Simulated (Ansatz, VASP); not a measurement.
Two plane-wave programs on NaHfSc4Nb3

```
Na Hf Sc Nb
1.0
     6.29137    0.00000    0.00000
     0.00000    6.29137    0.00000
     0.00000    0.00000    6.29137
Na Hf Sc Nb
1 1 4 3
Cartesian
  3.1457 3.1457 3.1457
  0.0000 0.0000 0.0000
  1.6993 1.6993 1.6993
  4.5921 4.5921 1.6993
  1.6993 4.5921 4.5921
  4.5921 1.6993 4.5921
  0.0000 3.1457 0.0000
  0.0000 0.0000 3.1457
  3.1457 0.0000 0.0000
```

Change from the starting cell: species swapped into the NaZrCu3Se4 type (P-43m, No. 215).

Alike in both runs: task single point; functional PBE; k mesh 4 × 4 × 4; occupations gaussian, width 0.1 eV; collinear spin.

|  | VASP | Ansatz |
| --- | --- | --- |
| version | VASP 6.6.1 | Ansatz 0.2.0 |
| potentials or method | VASP PAW PBE potentials, release 64 (Na_pv, Hf_pv, Sc_sv, Nb_sv), cutoff 520 eV | scalar-relativistic, plane waves, PAW |
| valence electrons in the cell | 100 | 118 |

|  | VASP | Ansatz | Ansatz less VASP |
| --- | --- | --- | --- |
| gap on the k mesh at the Fermi level (eV) | none | none | - |
| pressure (GPa) | 1.0 | 1.0 | +0.04 |
| rms of the force components (eV/Å) | 0.070 | 0.070 | -0.0007 |
| net moment per atom (μB) | 0.76 | 0.76 | +0.003 |
| size of the moment on the site where the two differ most (μB) | 0.40 | 0.29 | -0.104 |

Site moments also hang on the region over which each program counts them. Atom by atom the forces differ by 0.001 eV/Å (rms over components). A gap of «none» marks a metal or a gap that the smearing closes. The functional is the same, so the differences come from potentials, cutoffs and numerics. VASP's potentials hold 100 valence electrons a cell and Ansatz's 118, so a difference there can come from the potentials and not from the codes.

Spin-orbit coupling is off throughout.
